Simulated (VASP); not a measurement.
# Sr (P6_3/mmc) in VASP: further runs

Runs on Sr. Level: PBEsol. Tasks: single point.

Program: VASP 6.6.1. These are calculated values, not measurements. Logs are shortened: lines on timing, memory, paths and dates and some standing lists are left out, and cuts for length are marked.

## 1. The cell of the first run

The structure is hexagonal, space group P6_3/mmc (No. 194). Conventional cell: a = 4.181 Å, b = 4.181 Å, c = 7.050 Å, α = 90.00°, β = 90.00°, γ = 120.00°. Within 5.5 Å of Sr (site symmetry -6m2) lie 12 Sr at 4.18 to 4.27 Å.

This isn't the form of Sr at room conditions, which is fcc.

## 2. Single point, PBEsol (strain -0.0300 x Voigt [1, 1, 0, 0, 0, 0])

Contents of INCAR:

```
PREC     = Accurate       # precision mode
ENCUT    = 520            # plane-wave cutoff, eV
EDIFF    = 1E-6           # SCF threshold, eV
ISMEAR   = 0              # smearing method
SIGMA    = 0.15           # smearing width, eV
LREAL    = F              # projectors in reciprocal space
LASPH    = T              # aspherical terms in the spheres
NELM     = 100            # most SCF steps
ALGO     = Fast           # electronic algorithm
ISIF     = 2              # what is computed and relaxed
LWAVE    = F              # write WAVECAR
LCHARG   = T              # write CHGCAR
GGA      = PS             # functional
LELF     = T              # ELF
LVHAR    = T            
NBANDS   = 17             # bands
```

Contents of KPOINTS:

```
regular mesh
0
Gamma
  12 12 8
```

Contents of POSCAR:

```
Sr
1.0
    4.1807002141      0.0000000000      0.0000000000
   -2.0903501071      3.6205925910      0.0000000000
    0.0000000000      0.0000000000      7.0500000000
Sr
2
Direct
    0.3333333333      0.6666666667      0.2500000000
    0.6666666667      0.3333333333      0.7500000000
```

Potentials or basis: VASP PAW PBE potentials, release 64 (Sr_sv).

On the command line:

```
$ cat potpaw_PBE.64/Sr_sv/POTCAR > POTCAR
$ mpirun -np 1 vasp_std > vasp.out
```

OUTCAR:

```text
PREC = Accurate
   ENCUT = 520
   EDIFF = 1E-6
   ISMEAR = 0
   LREAL = F
   LASPH = T
   NELM = 100
   ISIF = 2
   GGA = PS

 ion  position               nearest neighbor table
   1  0.333  0.667  0.250-   2 4.27   2 4.27   2 4.27   2 4.27   2 4.27   2 4.27
   2  0.667  0.333  0.750-   1 4.27   1 4.27   1 4.27   1 4.27   1 4.27   1 4.27

  LATTYP: Found a hexagonal cell.
 ALAT       =     4.1807002141
 C/A-ratio  =     1.6863203863

  Lattice vectors:

 A1 = (   4.1807002141,   0.0000000000,   0.0000000000)
 A2 = (  -2.0903501071,   3.6205925910,   0.0000000000)
 A3 = (   0.0000000000,   0.0000000000,   7.0500000000)

Analysis of symmetry for initial positions (statically):
=====================================================================
 Subroutine PRICEL returns:
 Original cell was already a primitive cell.

 Routine SETGRP: Setting up the symmetry group for a
 hexagonal supercell.

 Subroutine GETGRP returns: Found 24 space group operations
 (whereof 12 operations were pure point group operations)
 out of a pool of 24 trial point group operations.

The static configuration has the point symmetry D_3d.
 The point group associated with its full space group is D_6h.

Analysis of symmetry for dynamics (positions and initial velocities):
=====================================================================
 Subroutine PRICEL returns:
 Original cell was already a primitive cell.

 Routine SETGRP: Setting up the symmetry group for a
 hexagonal supercell.

 Subroutine GETGRP returns: Found 24 space group operations
 (whereof 12 operations were pure point group operations)
 out of a pool of 24 trial point group operations.

The dynamic configuration has the point symmetry D_3d.
 The point group associated with its full space group is D_6h.

 Subroutine INISYM returns: Found 24 space group operations
 (whereof 12 operations are pure point group operations),
 and found     1 'primitive' translations

----------------------------------------------------------------------------------------

                                     Primitive cell

  volume of cell :     106.7131

  direct lattice vectors                    reciprocal lattice vectors
     4.180700214  0.000000000  0.000000000     0.239194381  0.138098940  0.000000000
    -2.090350107  3.620592591  0.000000000     0.000000000  0.276197881  0.000000000
     0.000000000  0.000000000  7.050000000     0.000000000  0.000000000  0.141843972

  length of vectors
     4.180700214  4.180700214  7.050000000     0.276197881  0.276197881  0.141843972

  position of ions in fractional coordinates (direct lattice)
     0.333333333  0.666666667  0.250000000
     0.666666667  0.333333333  0.750000000

  ion indices of the primitive-cell ions
   primitive index   ion index
                 1           1
                 2           2

----------------------------------------------------------------------------------------

 KPOINTS: regular mesh

Automatic generation of k-mesh.
 Grid dimensions read from file:
 generate k-points for:   12   12    8

 Generating k-lattice:

  Cartesian coordinates                     Fractional coordinates (reciprocal lattice)
     0.019932865  0.011508245  0.000000000     0.083333333  0.000000000  0.000000000
     0.000000000  0.023016490  0.000000000     0.000000000  0.083333333  0.000000000
     0.000000000  0.000000000  0.017730496     0.000000000  0.000000000  0.125000000

  Length of vectors
     0.023016490  0.023016490  0.017730496

  Shift w.r.t. Gamma in fractional coordinates (k-lattice)
     0.000000000  0.000000000  0.000000000

 Subroutine IBZKPT returns following result:
 ===========================================

 Found     95 irreducible k-points:

 Following reciprocal coordinates:
            Coordinates               Weight
  0.000000  0.000000  0.000000      1.000000
  0.083333  0.000000  0.000000      6.000000
  0.166667  0.000000  0.000000      6.000000
  0.250000  0.000000  0.000000      6.000000
  0.333333  0.000000  0.000000      6.000000
  0.416667  0.000000  0.000000      6.000000
[... 16 lines left out ...]
  0.250000  0.000000  0.125000     12.000000
  0.333333  0.000000  0.125000     12.000000
 [... further k-points ...]
   k-points           NKPTS =     95   k-points in BZ     NKDIM =     95   number of bands    NBANDS=     17
   number of dos      NEDOS =    301   number of ions     NIONS =      2
   total plane-waves  NPLWV =  55296
   dimension x,y,z NGX =    32 NGY =   32 NGZ =   54
   dimension x,y,z NGXF=    64 NGYF=   64 NGZF=  108
   ions per type =               2
   NGX,Y,Z   is equivalent  to a cutoff of  12.72, 12.72, 12.73 a.u.
   NGXF,Y,Z  is equivalent  to a cutoff of  25.45, 25.45, 25.47 a.u.
 SYSTEM =  unknown system
   PREC   = accura    normal or accurate (medium, high low for compatibility)
   ISTART =      0    job   : 0-new  1-cont  2-samecut
   ICHARG =      2    charge: 1-file 2-atom 10-const
   ISPIN  =      1    spin polarized calculation?
   LNONCOLLINEAR =      F non collinear calculations
   LSORBIT =      F    spin-orbit coupling
   LASPH  =      T    aspherical Exc in radial PAW
   ENCUT  =  520.0 eV  38.22 Ry    6.18 a.u.   7.77  7.77 13.11*2*pi/ulx,y,z
   NELM   =    100;   NELMIN=  2; NELMDL= -5     # of ELM steps
   EDIFF  = 0.1E-05   stopping-criterion for ELM
   LREAL  =      F    real-space projection
   EDIFFG = 0.1E-04   stopping-criterion for IOM
   NSW    =      0    number of steps for IOM
   IBRION =     -1    ionic relax: 0-MD 1-quasi-New 2-CG
   NFREE  =      0    steps in history (QN), initial steepest desc. (CG)
   ISIF   =      2    stress and relaxation
   ISYM   =      2    0-nonsym 1-usesym 2-fastsym
   POTIM  = 0.5000    time-step for ionic-motion
   TEBEG  =    0.0;   TEEND  =   0.0 temperature during run
   PSTRESS=    0.0 pullay stress
   NELECT =      20.0000    total number of electrons
   NUPDOWN=      -1.0000    fix difference up-down
   EMIN   =  10.00;   EMAX   =-10.00  energy-range for DOS
   EFERMI =   0.00;   METHOD = LEGACY
   ISMEAR =     0;   SIGMA  =   0.15  broadening in eV -4-tet -1-fermi 0-gaus
   EFERMI_NEDOS =   21; number of points for ismear=-14 and -15
   IALGO  =     68    algorithm
   IMIX   =      4    mixing-type and parameters
     AMIX     =   0.40;   BMIX     =  1.00
     AMIX_MAG =   1.60;   BMIX_MAG =  1.00
  volume/ion in A,a.u.               =      53.36       360.07
  Fermi-wavevector in a.u.,A,eV,Ry     =   0.936869  1.770426 11.942155  0.877724
  Thomas-Fermi vector in A             =   2.063922
   LORBIT       =      0    0 simple, 1 ext, 2 COOP (PROOUT), +10 PAW based schemes
   GGA     = PS    functional components
   LHFCALC =     F    Hartree Fock is set to
   AEXX    =    0.0000 exact exchange contribution
   IVDW    =     0    specifies the selected vdW correction
   LEPSILON=     F    determine dielectric tensor
   LRPA    =     F    only Hartree local field effects (RPA)
 non-spin polarized calculation
 RMM-DIIS sequential band-by-band and
 Gauss-broadening in eV      SIGMA  =   0.15
  energy-cutoff  :      520.00
  volume of cell :      106.71
 maximum number of plane-waves:      2906
 NGX is ok and might be reduce to    32
   NGX = 15   NGY = 15   NGZ = 27

 number of electron      20.0000000 magnetization

 Free energy of the ion-electron system (eV)
  ---------------------------------------------------
  ext. energy  EPLUGINS =         0.00000000
  ---------------------------------------------------
  free energy    TOTEN  =        -3.67906708 eV

  energy without entropy =       -3.65056898  energy(sigma->0) =       -3.66481803

 E-fermi :   1.6009     XC(G=0):  -7.5259

 val. band max:        1.5911819601   @ k =   0.0000   0.0000   0.0000
 cond. band min:       1.6030561240   @ k =   0.4167   0.0000   0.0000
 fundamental gap:      0.0118741639
 Fermi energy:         1.6009044017

 k-point     1 :       0.0000    0.0000    0.0000
  band No.  band energies     occupation
      1     -34.8780      2.00000
      2     -34.8640      2.00000
      3     -16.9776      2.00000
      4     -16.7983      2.00000
      5     -16.7983      2.00000
      6     -16.7741      2.00000
[... 9 lines left out ...]
     16       4.3406      0.00000
     17       5.0080      0.00000

 k-point     2 :       0.0833    0.0000    0.0000
  band No.  band energies     occupation
      1     -34.8770      2.00000
      2     -34.8634      2.00000
      3     -16.9727      2.00000
      4     -16.8110      2.00000
      5     -16.8021      2.00000
      6     -16.7863      2.00000
[... 9 lines left out ...]
     16       4.4423      0.00000
     17       4.8542      0.00000

 k-point     3 :       0.1667    0.0000    0.0000
  band No.  band energies     occupation
      1     -34.8741      2.00000
      2     -34.8617      2.00000
      3     -16.9589      2.00000
      4     -16.8456      2.00000
      5     -16.8214      2.00000
      6     -16.8122      2.00000
[... 9 lines left out ...]
     16       4.3492      0.00000
     17       4.7267      0.00000

 k-point     4 :       0.2500    0.0000    0.0000
  band No.  band energies     occupation
      1     -34.8700      2.00000
      2     -34.8596      2.00000
      3     -16.9383      2.00000
      4     -16.8931      2.00000
      5     -16.8681      2.00000
      6     -16.8256      2.00000
[... 9 lines left out ...]
     16       4.6029      0.00000
     17       4.8221      0.00000

 k-point     5 :       0.3333    0.0000    0.0000
  band No.  band energies     occupation
      1     -34.8657      2.00000
      2     -34.8576      2.00000
      3     -16.9406      2.00000
      4     -16.9145      2.00000
      5     -16.9135      2.00000
      6     -16.8387      2.00000
[... 9 lines left out ...]
     16       5.0463      0.00000
     17       5.4434      0.00000

 k-point     6 :       0.4167    0.0000    0.0000
  band No.  band energies     occupation
      1     -34.8622      2.00000
      2     -34.8565      2.00000
      3     -16.9752      2.00000
      4     -16.9461      2.00000
      5     -16.8927      2.00000
      6     -16.8482      2.00000
[... 9 lines left out ...]
     16       5.5294      0.00000
     17       6.1797      0.00000

 k-point     7 :       0.5000    0.0000    0.0000
  band No.  band energies     occupation
      1     -34.8608      2.00000
      2     -34.8562      2.00000
      3     -16.9879      2.00000
      4     -16.9578      2.00000
      5     -16.8825      2.00000
      6     -16.8516      2.00000
[... 9 lines left out ...]
     16       5.8613      0.00000
     17       6.7590      0.00000

 k-point     8 :       0.0833    0.0833    0.0000
  band No.  band energies     occupation
      1     -34.8750      2.00000
      2     -34.8623      2.00000
      3     -16.9634      2.00000
      4     -16.8326      2.00000
      5     -16.8177      2.00000
      6     -16.8022      2.00000
[... 9 lines left out ...]
     16       4.4630      0.00000
     17       4.6583      0.00000
[... 203 lines left out ...]
      1     -34.8569      2.00000
      2     -34.8569      2.00000
      3     -16.9438      2.00000
      4     -16.9176      2.00000
      5     -16.9176      2.00000
      6     -16.8875      2.00000
[... 9 lines left out ...]
     16       5.3154      0.00000
     17       5.4293      0.00000

 k-point    20 :       0.0000    0.0000    0.1250
  band No.  band energies     occupation
      1     -34.8775      2.00000
      2     -34.8646      2.00000
      3     -16.9701      2.00000
      4     -16.7974      2.00000
      5     -16.7974      2.00000
      6     -16.7821      2.00000
[... 9 lines left out ...]
     16       4.2972      0.00000
     17       5.0921      0.00000

 k-point    21 :       0.0833    0.0000    0.1250
  band No.  band energies     occupation
      1     -34.8765      2.00000
      2     -34.8639      2.00000
      3     -16.9656      2.00000
      4     -16.8099      2.00000
      5     -16.8011      2.00000
      6     -16.7912      2.00000
[... 9 lines left out ...]
     16       4.3889      0.00000
     17       4.9849      0.00000

 k-point    22 :       0.1667    0.0000    0.1250
  band No.  band energies     occupation
      1     -34.8736      2.00000
      2     -34.8622      2.00000
      3     -16.9533      2.00000
      4     -16.8438      2.00000
      5     -16.8252      2.00000
      6     -16.8111      2.00000
[... 9 lines left out ...]
     16       4.5821      0.00000
     17       4.8596      0.00000

 k-point    23 :       0.2500    0.0000    0.1250
  band No.  band energies     occupation
      1     -34.8696      2.00000
      2     -34.8600      2.00000
      3     -16.9373      2.00000
      4     -16.8882      2.00000
      5     -16.8711      2.00000
      6     -16.8243      2.00000
[... 9 lines left out ...]
     16       4.7139      0.00000
     17       4.8240      0.00000

 k-point    24 :       0.3333    0.0000    0.1250
  band No.  band energies     occupation
      1     -34.8654      2.00000
      2     -34.8579      2.00000
      3     -16.9473      2.00000
      4     -16.9191      2.00000
      5     -16.9004      2.00000
      6     -16.8373      2.00000
[... 9 lines left out ...]
     16       5.0643      0.00000
     17       5.4120      0.00000

 [... further k-points ...]
[... 5 lines left out ...]
  --------------------------------------------------------------------------------------
  -------------------------------------------------------------------------------------
  Total       -0.0012494     -0.0012494     -0.4168550      0.0000000     -0.0000000      0.0000000
  in kB       -0.0187585     -0.0187585     -6.2586090      0.0000000     -0.0000000      0.0000000
  external PRESSURE =      -2.0987087 kB  Pullay stress =       0.0000000 kB

 VOLUME and BASIS-vectors are now :
 -----------------------------------------------------------------------------
  energy-cutoff  :      520.00
  volume of cell :      106.71
      direct lattice vectors                 reciprocal lattice vectors
     4.180700214  0.000000000  0.000000000     0.239194381  0.138098940  0.000000000
    -2.090350107  3.620592591  0.000000000     0.000000000  0.276197881  0.000000000
     0.000000000  0.000000000  7.050000000     0.000000000  0.000000000  0.141843972

 POSITION                                       TOTAL-FORCE (eV/Angst)
 -----------------------------------------------------------------------------------
     -0.00000      2.41373      1.76250        -0.000000      0.000000      0.000000
      2.09035      1.20686      5.28750         0.000000     -0.000000      0.000000
 -----------------------------------------------------------------------------------
    total drift:                                0.000000     -0.000000      0.000000

  FREE ENERGIE OF THE ION-ELECTRON SYSTEM (eV)
  ---------------------------------------------------
  free  energy   TOTEN  =        -3.6790670847 eV

  energy  without entropy=       -3.6505689803  energy(sigma->0) =       -3.66481803
```

It took 4.8 min on 1 thread of Intel Xeon 8259CL, shared host; peak memory 0.32 GiB.

Results:

* Free energy: -3.6791 eV
* Pressure: -0.2 GPa
* Band gap on the k mesh: zero (bands 10 and 11 overlap by 0.21 eV)

Stress tensor (GPa, compression positive):
```
 0.00  0.00  0.00
 0.00  0.00  0.00
 0.00  0.00 -0.63
```

Caveat: the cell differs from its parent crystal (strain -0.0300 x Voigt [1, 1, 0, 0, 0, 0]); the PAW data sets were made with another functional, which shifts forces and pressure a little.

[end of part 1 of 2]

The gap in the log of VASP goes by the Fermi energy; the results here count the filled bands.